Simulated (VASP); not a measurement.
# Os (Fm-3m) in VASP: further runs

Os is run at these levels: PBE+D3(BJ), PBE+D4; tasks: single point.

Program: VASP 6.6.1. These are calculated values, not measurements. Logs are shortened: lines on timing, memory, paths and dates and some standing lists are left out, and cuts for length are marked.

## (1) The cell of the first run

Symmetry: Fm-3m, No. 225, cubic system. Conventional cell: a = 3.831 Å, b = 3.831 Å, c = 3.831 Å, α = 90.00°, β = 90.00°, γ = 90.00°. Within 3.6 Å of Os (site symmetry m-3m) lie 12 Os at 2.71 Å.

## (2) Single point, PBE+D3(BJ)

INCAR reads:

```
  ALGO = Normal
  EDIFF = 1E-6
  ENCUT = 520
  GGA = PE
  ISIF = 2
  ISMEAR = -1
  IVDW = 12
  LASPH = True
  LCHARG = True
  LELF = True
  LREAL = False
  LVHAR = True
  LWAVE = False
  NBANDS = 10
  NELM = 80
  PREC = Accurate
  SIGMA = 0.05
```

KPOINTS reads:

```
k-points
0
Gamma
  12 12 12
```

POSCAR reads:

```
Os
1.0
    0.0000000000      1.9152959360      1.9152959360
    1.9152959360      0.0000000000      1.9152959360
    1.9152959360      1.9152959360      0.0000000000
Os
1
Direct
    0.0000000000      0.0000000000      0.0000000000
```

Potentials or basis: VASP PAW PBE potentials, release 64 (Os).

Launch:

```console
$ cat potpaw_PBE.64/Os/POTCAR > POTCAR
$ mpirun -np 1 vasp_std > vasp.out
```

OUTCAR:

```text
EDIFF = 1E-6
   ENCUT = 520
   GGA = PE
   ISIF = 2
   ISMEAR = -1
   IVDW = 12
   LASPH = True
   LREAL = False
   NELM = 80
   PREC = Accurate
 IVDW          = 12

 ion  position               nearest neighbor table
   1  0.000  0.000  0.000-

  LATTYP: Found a face centered cubic cell.
 ALAT       =     3.8305918720

  Lattice vectors:

 A1 = (   0.0000000000,   1.9152959360,   1.9152959360)
 A2 = (   1.9152959360,   0.0000000000,   1.9152959360)
 A3 = (   1.9152959360,   1.9152959360,   0.0000000000)

Analysis of symmetry for initial positions (statically):
=====================================================================
 Subroutine PRICEL returns:
 Original cell was already a primitive cell.

 Routine SETGRP: Setting up the symmetry group for a
 face centered cubic supercell.

 Subroutine GETGRP returns: Found 48 space group operations
 (whereof 48 operations were pure point group operations)
 out of a pool of 48 trial point group operations.

The static configuration has the point symmetry O_h .

Analysis of symmetry for dynamics (positions and initial velocities):
=====================================================================
 Subroutine PRICEL returns:
 Original cell was already a primitive cell.

 Routine SETGRP: Setting up the symmetry group for a
 face centered cubic supercell.

 Subroutine GETGRP returns: Found 48 space group operations
 (whereof 48 operations were pure point group operations)
 out of a pool of 48 trial point group operations.

The dynamic configuration has the point symmetry O_h .

 Subroutine INISYM returns: Found 48 space group operations
 (whereof 48 operations are pure point group operations),
 and found     1 'primitive' translations

----------------------------------------------------------------------------------------

                                     Primitive cell

  volume of cell :      14.0520

  direct lattice vectors                    reciprocal lattice vectors
     0.000000000  1.915295936  1.915295936    -0.261056263  0.261056263  0.261056263
     1.915295936  0.000000000  1.915295936     0.261056263 -0.261056263  0.261056263
     1.915295936  1.915295936  0.000000000     0.261056263  0.261056263 -0.261056263

  length of vectors
     2.708637489  2.708637489  2.708637489     0.452162712  0.452162712  0.452162712

  position of ions in fractional coordinates (direct lattice)
     0.000000000  0.000000000  0.000000000

  ion indices of the primitive-cell ions
   primitive index   ion index
                 1           1

[... 77 lines left out ...]
   ISIF   =      2    stress and relaxation
   ISYM   =      2    0-nonsym 1-usesym 2-fastsym
   POTIM  = 0.5000    time-step for ionic-motion
   TEBEG  =    0.0;   TEEND  =   0.0 temperature during run
   PSTRESS=    0.0 pullay stress
   NELECT =       8.0000    total number of electrons
   NUPDOWN=      -1.0000    fix difference up-down
   EMIN   =  10.00;   EMAX   =-10.00  energy-range for DOS
   EFERMI =   0.00;   METHOD = LEGACY
   ISMEAR =    -1;   SIGMA  =   0.05  broadening in eV -4-tet -1-fermi 0-gaus
   EFERMI_NEDOS =   21; number of points for ismear=-14 and -15
   IALGO  =     38    algorithm
   IMIX   =      4    mixing-type and parameters
     AMIX     =   0.40;   BMIX     =  1.00
     AMIX_MAG =   1.60;   BMIX_MAG =  1.00
  volume/ion in A,a.u.               =      14.05        94.83
  Fermi-wavevector in a.u.,A,eV,Ry     =   1.356831  2.564038 25.048177  1.840989
  Thomas-Fermi vector in A             =   2.483800
   LORBIT       =      0    0 simple, 1 ext, 2 COOP (PROOUT), +10 PAW based schemes
   GGA     = PE    functional components
   LHFCALC =     F    Hartree Fock is set to
   AEXX    =    0.0000 exact exchange contribution
   IVDW    =    12    specifies the selected vdW correction
   LEPSILON=     F    determine dielectric tensor
   LRPA    =     F    only Hartree local field effects (RPA)
 non-spin polarized calculation
  energy-cutoff  :      520.00
  volume of cell :       14.05
 maximum number of plane-waves:       388
   NGX =  9   NGY =  9   NGZ =  9

 number of electron       8.0000000 magnetization

 Free energy of the ion-electron system (eV)
  ---------------------------------------------------
  ext. energy  EPLUGINS =         0.00000000
  ---------------------------------------------------
  free energy    TOTEN  =       -11.12555233 eV

  energy without entropy =      -11.12142736  energy(sigma->0) =      -11.12348984

 E-fermi :   9.3583     XC(G=0): -14.0292

 val. band max:        9.3355077378   @ k =   0.0000   0.0000   0.0000
 cond. band min:       9.3896391342   @ k =  -0.4167   0.3333   0.0000
 fundamental gap:      0.0541313964
 Fermi energy:         9.3582791863

 k-point     1 :       0.0000    0.0000    0.0000
  band No.  band energies     occupation
      1      -1.5059      2.00000
      2       6.2995      2.00000
      3       6.2995      2.00000
      4       6.2995      2.00000
      5       9.3355      1.22386
      6       9.3355      1.22386
      7      23.5298      0.00000
      8      29.3318      0.00000
      9      29.3318      0.00000
     10      29.3318      0.00000
[... 287 lines left out ...]
 k-point    24 :      -0.4167    0.1667    0.0000
  band No.  band energies     occupation
      1       2.6344      2.00000
      2       5.2196      2.00000
      3       7.0514      2.00000
      4       7.0887      2.00000
      5      11.2072      0.00000
      6      14.3965      0.00000
      7      18.0501      0.00000
      8      25.0875      0.00000
      9      27.6956      0.00000
     10      29.7591      0.00000

 [... further k-points ...]

------------------------ aborting loop because EDIFF is reached ----------------------------------------

 Edisp (eV)   -0.65127

 E8    (eV) :    -0.3201

  FORCE on cell =-STRESS in cart. coord.  units (eV):
  Direction    XX          YY          ZZ          XY          YZ          ZX
  --------------------------------------------------------------------------------------
  -------------------------------------------------------------------------------------
  Total       0.01031     0.01031     0.01031     0.00000     0.00000     0.00000
  in kB       1.17542     1.17542     1.17542     0.00000     0.00000     0.00000
  external pressure =        1.18 kB  Pullay stress =        0.00 kB

 VOLUME and BASIS-vectors are now :
 -----------------------------------------------------------------------------
  energy-cutoff  :      520.00
  volume of cell :       14.05
      direct lattice vectors                 reciprocal lattice vectors
     0.000000000  1.915295936  1.915295936    -0.261056263  0.261056263  0.261056263
     1.915295936  0.000000000  1.915295936     0.261056263 -0.261056263  0.261056263
     1.915295936  1.915295936  0.000000000     0.261056263  0.261056263 -0.261056263

 POSITION                                       TOTAL-FORCE (eV/Angst)
 -----------------------------------------------------------------------------------
      0.00000      0.00000      0.00000         0.000000      0.000000      0.000000
 -----------------------------------------------------------------------------------
    total drift:                               -0.000000     -0.000000     -0.000000

  FREE ENERGIE OF THE ION-ELECTRON SYSTEM (eV)
  ---------------------------------------------------
  free  energy   TOTEN  =       -11.7768221835 eV

  energy  without entropy=      -11.7726972157  energy(sigma->0) =      -11.77475970
```

stdout:

```text
POSCAR found type information on POSCAR Os
 POSCAR found :  1 types and       1 ions
 scaLAPACK will be used
 LDA part: xc-table for (Slater+PW92), standard interpolation
 POSCAR, INCAR and KPOINTS ok, starting setup
 FFT: planning ... GRIDC
 FFT: planning ... GRID_SOFT
 FFT: planning ... GRID
 WAVECAR not read
 entering main loop
```

It took 16 s on 1 thread of AMD EPYC 7R13, shared host; peak memory 0.11 GiB.

What came out:

```yaml
Free_energy: -11.7768 eV
Pressure: 0.1 GPa
Band_gap_on_the_k_mesh: zero (band 4 reaches 11.70 eV, above the bottom of band 5 at 7.89 eV)
Dispersion_energy_per_atom: -0.651 eV
```

Caveat: spin-orbit coupling is left out, which moves the levels of the heavy elements; pairwise dispersion overbinds metals, which lowers pressure and volume.

## (3) Single point, PBE+D3(BJ)

This run uses another cell than the first one, of 14.11 Å³/atom, 1.004 times its volume.

INCAR reads:

```
ALGO = Normal ; EDIFF = 1E-7
ENCUT = 520 ; GGA = PE
ISIF = 2 ; ISMEAR = -1
IVDW = 12 ; LASPH = True
LCHARG = False ; LREAL = False
LWAVE = False ; NBANDS = 10
NELM = 80 ; PREC = Accurate
SIGMA = 0.05
```

KPOINTS is that of step 2.

POSCAR reads:

```
Os
1.0
    0.0000000000      1.9179804132      1.9179804132
    1.9179804132      0.0000000000      1.9179804132
    1.9179804132      1.9179804132      0.0000000000
Os
1
Direct
    0.0000000000      0.0000000000      0.0000000000
```

Potentials or basis: VASP PAW PBE potentials, release 64 (Os).

Launch:

```console
$ cat potpaw_PBE.64/Os/POTCAR > POTCAR
$ mpirun -np 1 vasp_std > vasp.out
```

OUTCAR:

```text
EDIFF = 1E-7
   ENCUT = 520
   GGA = PE
   ISIF = 2
   ISMEAR = -1
   IVDW = 12
   LASPH = True
   LREAL = False
   NELM = 80
   PREC = Accurate
 IVDW          = 12

 ion  position               nearest neighbor table
   1  0.000  0.000  0.000-

  LATTYP: Found a face centered cubic cell.
 ALAT       =     3.8359608264

  Lattice vectors:

 A1 = (   0.0000000000,   1.9179804132,   1.9179804132)
 A2 = (   1.9179804132,   0.0000000000,   1.9179804132)
 A3 = (   1.9179804132,   1.9179804132,   0.0000000000)

Analysis of symmetry for initial positions (statically):
=====================================================================
 Subroutine PRICEL returns:
 Original cell was already a primitive cell.

 Routine SETGRP: Setting up the symmetry group for a
 face centered cubic supercell.

 Subroutine GETGRP returns: Found 48 space group operations
 (whereof 48 operations were pure point group operations)
 out of a pool of 48 trial point group operations.

The static configuration has the point symmetry O_h .

Analysis of symmetry for dynamics (positions and initial velocities):
=====================================================================
 Subroutine PRICEL returns:
[... 164 lines left out ...]
      2       6.2549      2.00000
      3       6.2549      2.00000
      4       6.2549      2.00000
      5       9.2709      1.23255
      6       9.2709      1.23255
      7      23.4695      0.00000
      8      29.2463      0.00000
      9      29.2463      0.00000
     10      29.2463      0.00000
[... 287 lines left out ...]
 k-point    24 :      -0.4167    0.1667    0.0000
  band No.  band energies     occupation
      1       2.6050      2.00000
      2       5.1825      2.00000
      3       7.0030      2.00000
      4       7.0354      2.00000
      5      11.1308      0.00000
      6      14.3057      0.00000
      7      17.9381      0.00000
      8      25.0041      0.00000
      9      27.5804      0.00000
     10      29.6395      0.00000

 [... further k-points ...]

------------------------ aborting loop because EDIFF is reached ----------------------------------------

 Edisp (eV)   -0.64845

 E8    (eV) :    -0.3187

  FORCE on cell =-STRESS in cart. coord.  units (eV):
  Direction    XX          YY          ZZ          XY          YZ          ZX
  --------------------------------------------------------------------------------------
  -------------------------------------------------------------------------------------
  Total      -0.14394    -0.14394    -0.14394     0.00000     0.00000     0.00000
  in kB     -16.34343   -16.34343   -16.34343     0.00000     0.00000     0.00000
  external pressure =      -16.34 kB  Pullay stress =        0.00 kB

 VOLUME and BASIS-vectors are now :
 -----------------------------------------------------------------------------
  energy-cutoff  :      520.00
  volume of cell :       14.11
      direct lattice vectors                 reciprocal lattice vectors
     0.000000000  1.917980413  1.917980413    -0.260690879  0.260690879  0.260690879
     1.917980413  0.000000000  1.917980413     0.260690879 -0.260690879  0.260690879
     1.917980413  1.917980413  0.000000000     0.260690879  0.260690879 -0.260690879

 POSITION                                       TOTAL-FORCE (eV/Angst)
 -----------------------------------------------------------------------------------
      0.00000      0.00000      0.00000        -0.000000      0.000000     -0.000000
 -----------------------------------------------------------------------------------
    total drift:                               -0.000000     -0.000000     -0.000000

  FREE ENERGIE OF THE ION-ELECTRON SYSTEM (eV)
  ---------------------------------------------------
  free  energy   TOTEN  =       -11.7765795629 eV

  energy  without entropy=      -11.7724249444  energy(sigma->0) =      -11.77450225
```

OSZICAR:

```text
N       E                     dE             d eps       ncg     rms          rms(c)
DAV:   1     0.342750802725E+02    0.34275E+02   -0.40974E+03  1488   0.734E+02
DAV:   2    -0.107949000368E+02   -0.45070E+02   -0.41938E+02  1498   0.198E+02
DAV:   3    -0.118106773507E+02   -0.10158E+01   -0.10092E+01  1712   0.275E+01
DAV:   4    -0.118132965544E+02   -0.26192E-02   -0.26190E-02  1544   0.155E+00
DAV:   5    -0.118133065337E+02   -0.99793E-05   -0.99798E-05  1608   0.872E-02    0.162E+01
DAV:   6    -0.112869184431E+02    0.52639E+00   -0.56199E-01  1718   0.595E+00    0.737E+00
DAV:   7    -0.111321965710E+02    0.15472E+00   -0.40105E-01  1792   0.477E+00    0.447E-01
DAV:   8    -0.111297099217E+02    0.24866E-02   -0.18607E-03  1490   0.352E-01    0.321E-01
DAV:   9    -0.111281387856E+02    0.15711E-02   -0.93172E-04  1596   0.326E-01    0.156E-02
DAV:  10    -0.111281331921E+02    0.55935E-05   -0.87335E-06  1546   0.220E-02    0.655E-03
DAV:  11    -0.111281267019E+02    0.64901E-05   -0.15110E-06  1592   0.178E-02    0.286E-03
DAV:  12    -0.111281266031E+02    0.98855E-07   -0.59802E-09   818   0.653E-04
   1 F= -.11776580E+02 E0= -.11774502E+02  d E =-.415462E-02
```

stdout:

```text
POSCAR found type information on POSCAR Os
 POSCAR found :  1 types and       1 ions
 scaLAPACK will be used
 LDA part: xc-table for (Slater+PW92), standard interpolation
 POSCAR, INCAR and KPOINTS ok, starting setup
 FFT: planning ... GRIDC
 FFT: planning ... GRID_SOFT
 FFT: planning ... GRID
 WAVECAR not read
 entering main loop
```

Wall time 14 s (1 thread of AMD EPYC 7R13, shared host); peak memory 0.11 GiB.

Results:

| Quantity | Value |
| --- | --- |
| Free energy | -11.7766 eV |
| Pressure | -1.6 GPa |
| Band gap on the k mesh | zero (band 4 reaches 11.62 eV, above the bottom of band 5 at 7.84 eV) |
| Dispersion energy per atom | -0.648 eV |

Caveat: three body term missing; spin-orbit coupling is left out, which moves the levels of the heavy elements; pairwise dispersion overbinds metals, which lowers pressure and volume.

(Continued in part 2 of 2.)
